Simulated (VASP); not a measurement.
# Al32O in VASP: single point with PBE+D3(BJ)

Aim: the single point of Al32O with PBE+D3(BJ).

All numbers are computed with VASP 6.6.1; they aren't measurements. Logs are shortened: lines on timing, memory, paths and dates and some standing lists are left out, and cuts for length are marked.

## 1. The cell of the first run

The cell holds a slab with vacuum, 33 atoms: a = 5.629 Å, b = 5.629 Å, c = 33.555 Å, α = 90.00°, β = 90.00°, γ = 120.00°.

## 2. Single point, PBE+D3(BJ)

The input, INCAR:

```
SYSTEM = Al32O
PREC = Accurate ; ENCUT = 520
EDIFF = 1E-6 ; ISMEAR = 0
SIGMA = 0.1 ; LREAL = Auto
LASPH = .True. ; NELM = 80
ALGO = Normal ; ISIF = 2
LWAVE = .False. ; LCHARG = .True.
LDIPOL = .True. ; IDIPOL = 3
DIPOL = 0.5 0.5 0.370 ; GGA = PE
IVDW = 12 ; LELF = .True.
LVHAR = .True. ; LVACPOTAV = .True.
NBANDS = 73
```

The input, KPOINTS:

```
regular mesh
0
Gamma
  6 6 1
  0 0 0
```

The input, POSCAR:

```
Al32O
1.0
    5.6288445222      0.0000000000      0.0000000000
   -2.8144222611      4.8747223502      0.0000000000
    0.0000000000      0.0000000000     33.5549453352
Al O
32 1
Direct
    0.1666666667      0.3333333333      0.1192074658
    0.1666666667      0.8333333333      0.1192074658
    0.6666666667      0.3333333333      0.1192074658
    0.6666666667      0.8333333333      0.1192074658
    0.0000000000      0.0000000000      0.1880575786
    0.0000000000      0.5000000000      0.1880575786
    0.5000000000      0.0000000000      0.1880575786
    0.5000000000      0.5000000000      0.1880575786
    0.3333333333      0.1666666667      0.2569076914
    0.3333333333      0.6666666667      0.2569076914
    0.8333333333      0.1666666667      0.2569076914
    0.8333333333      0.6666666667      0.2569076914
    0.0000000000      0.0000000000      0.3257578042
    0.0000000000      0.5000000000      0.3257578042
    0.5000000000      0.0000000000      0.3257578042
    0.5000000000      0.5000000000      0.3257578042
    0.1666666667      0.3333333333      0.3941383343
    0.1666666667      0.8333333333      0.3941383343
    0.6666666667      0.3333333333      0.3941383343
    0.6666666667      0.8333333333      0.3941383343
    0.0000000000      0.0000000000      0.4632563468
    0.0000000000      0.5000000000      0.4632563468
    0.5000000000      0.0000000000      0.4632563468
    0.5000000000      0.5000000000      0.4632563468
    0.3333333333      0.1666666667      0.5326957441
    0.3333333333      0.6666666667      0.5326957441
    0.8333333333      0.1666666667      0.5326957441
    0.8333333333      0.6666666667      0.5326957441
    0.0000000000      0.0000000000      0.6036351761
    0.0000000000      0.5000000000      0.6036351761
    0.5000000000      0.0000000000      0.6036351761
    0.5000000000      0.5000000000      0.6036351761
    0.0000000000      0.0000000000      0.6781398422
```

Potentials or basis: VASP PAW PBE potentials, release 64 (Al, O).

Run with:

```sh
$ cat potpaw_PBE.64/Al/POTCAR potpaw_PBE.64/O/POTCAR > POTCAR
$ mpirun -np 1 vasp_std > vasp.out
```

OUTCAR:

```text
SYSTEM = Al32O
   PREC = Accurate
   ENCUT = 520
   EDIFF = 1E-6
   ISMEAR = 0
   LREAL = Auto
   LASPH = .True.
   NELM = 80
   ISIF = 2
   GGA = PE
   IVDW = 12
 IVDW          = 12

 ion  position               nearest neighbor table
   1  0.167  0.333  0.119-   3 2.81   3 2.81   4 2.81   2 2.81   2 2.81   4 2.81   8 2.82   5 2.82
                             6 2.82
   2  0.167  0.833  0.119-   4 2.81   4 2.81   1 2.81   1 2.81   3 2.81   3 2.81   7 2.82   6 2.82
                             5 2.82
   3  0.667  0.333  0.119-   1 2.81   1 2.81   4 2.81   4 2.81   2 2.81   2 2.81   6 2.82   7 2.82
                             8 2.82
   4  0.667  0.833  0.119-   2 2.81   2 2.81   3 2.81   3 2.81   1 2.81   1 2.81   5 2.82   8 2.82
                             7 2.82
   5  0.000  0.000  0.188-   7 2.81   7 2.81   8 2.81   6 2.81   6 2.81   8 2.81   9 2.82   4 2.82
                            12 2.82   1 2.82   2 2.82  11 2.82
   6  0.000  0.500  0.188-   8 2.81   8 2.81   5 2.81   5 2.81   7 2.81   7 2.81  10 2.82   3 2.82
                            11 2.82   2 2.82  12 2.82   1 2.82
   7  0.500  0.000  0.188-   5 2.81   5 2.81   8 2.81   8 2.81   6 2.81   6 2.81  11 2.82   2 2.82
                             3 2.82  10 2.82   9 2.82   4 2.82
   8  0.500  0.500  0.188-   6 2.81   6 2.81   7 2.81   7 2.81   5 2.81   5 2.81  12 2.82   1 2.82
                             4 2.82   9 2.82   3 2.82  10 2.82
   9  0.333  0.167  0.257-  11 2.81  11 2.81  12 2.81  10 2.81  10 2.81  12 2.81  13 2.82   5 2.82
[... 32 lines left out ...]
                            23 2.84  29 2.88  32 2.88  31 2.88
  26  0.333  0.667  0.533-  28 2.81  28 2.81  25 2.81  25 2.81  27 2.81  27 2.81  22 2.84  23 2.84
                            24 2.84  30 2.88  31 2.88  32 2.88
  27  0.833  0.167  0.533-  25 2.81  25 2.81  28 2.81  28 2.81  26 2.81  26 2.81  23 2.84  22 2.84
                            21 2.84  31 2.88  30 2.88  29 2.88
  28  0.833  0.667  0.533-  26 2.81  26 2.81  27 2.81  27 2.81  25 2.81  25 2.81  24 2.84  21 2.84
                            22 2.84  32 2.88  29 2.88  30 2.88
  29  0.000  0.000  0.604-  33 2.50  31 2.81  31 2.81  30 2.81  30 2.81  32 2.81  32 2.81  25 2.88
                            28 2.88  27 2.88
  30  0.000  0.500  0.604-  32 2.81  32 2.81  29 2.81  29 2.81  31 2.81  31 2.81  26 2.88  27 2.88
                            28 2.88
  31  0.500  0.000  0.604-  29 2.81  29 2.81  32 2.81  32 2.81  30 2.81  30 2.81  27 2.88  26 2.88
                            25 2.88
  32  0.500  0.500  0.604-  30 2.81  30 2.81  31 2.81  31 2.81  29 2.81  29 2.81  28 2.88  25 2.88
                            26 2.88
  33  0.000  0.000  0.678-  29 2.50

  LATTYP: Found a hexagonal cell.
 ALAT       =     5.6288445222
 C/A-ratio  =     5.9612492764

  Lattice vectors:

 A1 = (   5.6288445222,   0.0000000000,   0.0000000000)
 A2 = (  -2.8144222611,   4.8747223502,   0.0000000000)
 A3 = (   0.0000000000,   0.0000000000,  33.5549453352)

Analysis of symmetry for initial positions (statically):
=====================================================================
 Subroutine PRICEL returns:
 Original cell was already a primitive cell.

 Routine SETGRP: Setting up the symmetry group for a
 hexagonal supercell.

 Subroutine GETGRP returns: Found  6 space group operations
 (whereof  6 operations were pure point group operations)
 out of a pool of 24 trial point group operations.

The static configuration has the point symmetry C_3v.

Analysis of symmetry for dynamics (positions and initial velocities):
=====================================================================
 Subroutine PRICEL returns:
 Original cell was already a primitive cell.

 Routine SETGRP: Setting up the symmetry group for a
 hexagonal supercell.

 Subroutine GETGRP returns: Found  6 space group operations
 (whereof  6 operations were pure point group operations)
 out of a pool of 24 trial point group operations.

The dynamic configuration has the point symmetry C_3v.

 Subroutine INISYM returns: Found  6 space group operations
 (whereof  6 operations are pure point group operations),
 and found     1 'primitive' translations

----------------------------------------------------------------------------------------

                                     Primitive cell

  volume of cell :     920.7160

  direct lattice vectors                    reciprocal lattice vectors
     5.628844522  0.000000000  0.000000000     0.177656355  0.102569944  0.000000000
    -2.814422261  4.874722350  0.000000000     0.000000000  0.205139889  0.000000000
     0.000000000  0.000000000 33.554945335     0.000000000  0.000000000  0.029801866

  length of vectors
     5.628844522  5.628844522 33.554945335     0.205139889  0.205139889  0.029801866

  position of ions in fractional coordinates (direct lattice)
     0.166666667  0.333333333  0.119207466
     0.166666667  0.833333333  0.119207466
     0.666666667  0.333333333  0.119207466
     0.666666667  0.833333333  0.119207466
     0.000000000  0.000000000  0.188057579
     0.000000000  0.500000000  0.188057579
[... 25 lines left out ...]
     0.500000000  0.500000000  0.603635176
     0.000000000  0.000000000  0.678139842

  ion indices of the primitive-cell ions
   primitive index   ion index
                 1           1
                 2           2
                 3           3
                 4           4
                 5           5
                 6           6
[... 25 lines left out ...]
                32          32
                33          33

----------------------------------------------------------------------------------------

 KPOINTS: regular mesh

Automatic generation of k-mesh.
 Grid dimensions read from file:
 generate k-points for:    6    6    1

 Generating k-lattice:

  Cartesian coordinates                     Fractional coordinates (reciprocal lattice)
     0.029609392  0.017094991  0.000000000     0.166666667 -0.000000000  0.000000000
     0.000000000  0.034189981  0.000000000     0.000000000  0.166666667  0.000000000
     0.000000000  0.000000000  0.029801866     0.000000000  0.000000000  1.000000000

  Length of vectors
     0.034189981  0.034189981  0.029801866

  Shift w.r.t. Gamma in fractional coordinates (k-lattice)
     0.000000000  0.000000000  0.000000000

 Subroutine IBZKPT returns following result:
 ===========================================

 Found      7 irreducible k-points:

 Following reciprocal coordinates:
            Coordinates               Weight
  0.000000  0.000000  0.000000      1.000000
  0.166667  0.000000  0.000000      6.000000
  0.333333  0.000000  0.000000      6.000000
  0.500000  0.000000  0.000000      3.000000
  0.166667  0.166667  0.000000      6.000000
  0.333333  0.166667  0.000000     12.000000
  0.333333  0.333333  0.000000      2.000000
   k-points           NKPTS =      7   k-points in BZ     NKDIM =      7   number of bands    NBANDS=     73
   number of dos      NEDOS =    301   number of ions     NIONS =     33
   total plane-waves  NPLWV = 441000
   dimension x,y,z NGX =    42 NGY =   42 NGZ =  250
   dimension x,y,z NGXF=    84 NGYF=   84 NGZF=  500
   ions per type =              32   1
   NGX,Y,Z   is equivalent  to a cutoff of  12.40, 12.40, 12.39 a.u.
   NGXF,Y,Z  is equivalent  to a cutoff of  24.81, 24.81, 24.77 a.u.
 SYSTEM =  Al32O
   PREC   = accura    normal or accurate (medium, high low for compatibility)
   ISTART =      0    job   : 0-new  1-cont  2-samecut
   ICHARG =      2    charge: 1-file 2-atom 10-const
   ISPIN  =      1    spin polarized calculation?
   LNONCOLLINEAR =      F non collinear calculations
   LSORBIT =      F    spin-orbit coupling
   LASPH  =      T    aspherical Exc in radial PAW
   ENCUT  =  520.0 eV  38.22 Ry    6.18 a.u.  10.47 10.47 62.39*2*pi/ulx,y,z
   NELM   =     80;   NELMIN=  2; NELMDL= -5     # of ELM steps
   EDIFF  = 0.1E-05   stopping-criterion for ELM
   LREAL  =      T    real-space projection
   EDIFFG = 0.1E-04   stopping-criterion for IOM
   NSW    =      0    number of steps for IOM
   IBRION =     -1    ionic relax: 0-MD 1-quasi-New 2-CG
   NFREE  =      0    steps in history (QN), initial steepest desc. (CG)
   ISIF   =      2    stress and relaxation
   ISYM   =      2    0-nonsym 1-usesym 2-fastsym
   POTIM  = 0.5000    time-step for ionic-motion
   TEBEG  =    0.0;   TEEND  =   0.0 temperature during run
   PSTRESS=    0.0 pullay stress
   NELECT =     102.0000    total number of electrons
   NUPDOWN=      -1.0000    fix difference up-down
   EMIN   =  10.00;   EMAX   =-10.00  energy-range for DOS
   EFERMI =   0.00;   METHOD = LEGACY
   ISMEAR =     0;   SIGMA  =   0.10  broadening in eV -4-tet -1-fermi 0-gaus
   EFERMI_NEDOS =   21; number of points for ismear=-14 and -15
   IALGO  =     38    algorithm
   IMIX   =      4    mixing-type and parameters
     AMIX     =   0.40;   BMIX     =  1.00
     AMIX_MAG =   1.60;   BMIX_MAG =  1.00
  volume/ion in A,a.u.               =      27.90       188.28
  Fermi-wavevector in a.u.,A,eV,Ry     =   0.786260  1.485816  8.411193  0.618205
  Thomas-Fermi vector in A             =   1.890763
   LORBIT       =      0    0 simple, 1 ext, 2 COOP (PROOUT), +10 PAW based schemes
   GGA     = PE    functional components
   LHFCALC =     F    Hartree Fock is set to
   AEXX    =    0.0000 exact exchange contribution
   IVDW    =    12    specifies the selected vdW correction
   LEPSILON=     F    determine dielectric tensor
   LRPA    =     F    only Hartree local field effects (RPA)
 non-spin polarized calculation
 Gauss-broadening in eV      SIGMA  =   0.10
  energy-cutoff  :      520.00
  volume of cell :      920.72
 maximum number of plane-waves:     24893
 NGX is ok and might be reduce to    42
   NGX = 21   NGY = 21   NGZ =125

 dipolmoment           0.000000      0.000000     -0.313450 electrons x Angstroem

 number of electron     102.0000001 magnetization

 dipolmoment           0.000000      0.000000      0.526269 electrons x Angstroem

 Free energy of the ion-electron system (eV)
  ---------------------------------------------------
  ext. energy  EPLUGINS =         0.00000000
  ---------------------------------------------------
  free energy    TOTEN  =      -119.98170077 eV

  energy without entropy =     -119.89271060  energy(sigma->0) =     -119.93720569

 E-fermi :   2.1461     XC(G=0):  -6.4313

 val. band max:        2.1357042868   @ k =   0.1667   0.1667   0.0000
 cond. band min:       2.1512527734   @ k =   0.3333   0.1667   0.0000
 fundamental gap:      0.0155484867
 Fermi energy:         2.1461363892

 k-point     1 :       0.0000    0.0000    0.0000
  band No.  band energies     occupation
      1     -12.8591      2.00000
      2      -9.0919      2.00000
      3      -8.7702      2.00000
      4      -8.2843      2.00000
      5      -7.5982      2.00000
      6      -6.7602      2.00000
[... 451 lines left out ...]
     62       4.8105      0.00000
     63       4.8331      0.00000
 [bands above 63 left out]

------------------------ aborting loop because EDIFF is reached ----------------------------------------

 Edisp (eV)   -9.86610

 E8    (eV) :    -4.4763

  FORCE on cell =-STRESS in cart. coord.  units (eV):
  Direction    XX          YY          ZZ          XY          YZ          ZX
  --------------------------------------------------------------------------------------
  -------------------------------------------------------------------------------------
  Total      -4.10979    -4.10979    -8.93769    -0.00000    -0.00000     0.00000
  in kB      -7.15163    -7.15163   -15.55286    -0.00000    -0.00000     0.00000
  external pressure =       -9.95 kB  Pullay stress =        0.00 kB

 VOLUME and BASIS-vectors are now :
 -----------------------------------------------------------------------------
  energy-cutoff  :      520.00
  volume of cell :      920.72
      direct lattice vectors                 reciprocal lattice vectors
     5.628844522  0.000000000  0.000000000     0.177656355  0.102569944  0.000000000
    -2.814422261  4.874722350  0.000000000     0.000000000  0.205139889  0.000000000
     0.000000000  0.000000000 33.554945335     0.000000000  0.000000000  0.029801866

 POSITION                                       TOTAL-FORCE (eV/Angst)
 -----------------------------------------------------------------------------------
      0.00000      1.62491      4.00000        -0.000000      0.025379     -0.086348
     -1.40721      4.06227      4.00000         0.021979     -0.012689     -0.086348
      2.81442      1.62491      4.00000        -0.000000     -0.000000     -0.093118
      1.40721      4.06227      4.00000        -0.021979     -0.012689     -0.086348
      0.00000      0.00000      6.31026        -0.000000     -0.000000      0.077655
     -1.40721      2.43736      6.31026         0.012859      0.007424      0.090447
[... 25 lines left out ...]
      1.40721      2.43736     20.25495         0.002710     -0.001564      0.226603
      0.00000      0.00000     22.75495        -0.000000     -0.000000     -3.397429
 -----------------------------------------------------------------------------------
    total drift:                               -0.000000      0.000000      0.012577

  FREE ENERGIE OF THE ION-ELECTRON SYSTEM (eV)
  ---------------------------------------------------
  free  energy   TOTEN  =      -129.8477989904 eV

  energy  without entropy=     -129.7588088210  energy(sigma->0) =     -129.80330391

 vacuum level on the upper side and lower side of the slab         9.726         6.255
```

Run time: 49 min. Hardware: 1 thread of Oxide Virtual Turin-like, shared host; peak memory 0.95 GiB.

What came out:

```yaml
Free_energy: -129.8478 eV
Largest_force: 3.397 eV/Å
Band_gap_on_the_k_mesh: zero (bands 51 and 52 overlap by 0.92 eV)
Dispersion_energy_per_atom: -0.299 eV
```

Forces in eV/Å, atoms in the order of the input:
```
Al   0.000  0.025 -0.086
Al   0.022 -0.013 -0.086
Al   0.000  0.000 -0.093
Al  -0.022 -0.013 -0.086
Al   0.000  0.000  0.078
Al   0.013  0.007  0.090
Al   0.000 -0.015  0.090
Al  -0.013  0.007  0.090
Al   0.014  0.008  0.002
Al   0.000  0.000  0.001
Al  -0.014  0.008  0.002
Al   0.000 -0.016  0.002
Al   0.000  0.000  0.011
Al  -0.013 -0.007 -0.002
Al   0.000  0.015 -0.002
Al   0.013 -0.007 -0.002
Al   0.000 -0.024  0.034
Al  -0.020  0.012  0.034
Al   0.000  0.000  0.012
Al   0.020  0.012  0.034
Al   0.000  0.000 -0.013
Al  -0.011 -0.007  0.007
Al   0.000  0.013  0.007
Al   0.011 -0.007  0.007
Al  -0.037 -0.021  0.033
Al   0.000  0.000 -0.111
Al   0.037 -0.021  0.033
Al   0.000  0.042  0.033
Al   0.000  0.000  2.597
Al  -0.003 -0.002  0.227
Al   0.000  0.003  0.227
Al   0.003 -0.002  0.227
O    0.000  0.000 -3.397
```

Levels at points of the mesh, in eV from the Fermi level:
```csv
k point,band 47,band 48,band 49,band 50,band 51,band 52,band 53,band 54,band 55,band 56
"(0.00, 0.00, 0.00)",-1.70,-1.00,-0.78,-0.78,-0.72,-0.60,-0.60,-0.60,-0.17,-0.17
"(0.50, 0.00, 0.00)",-0.22,-0.21,-0.12,-0.10,0.07,0.09,0.54,0.58,0.63,0.63
```
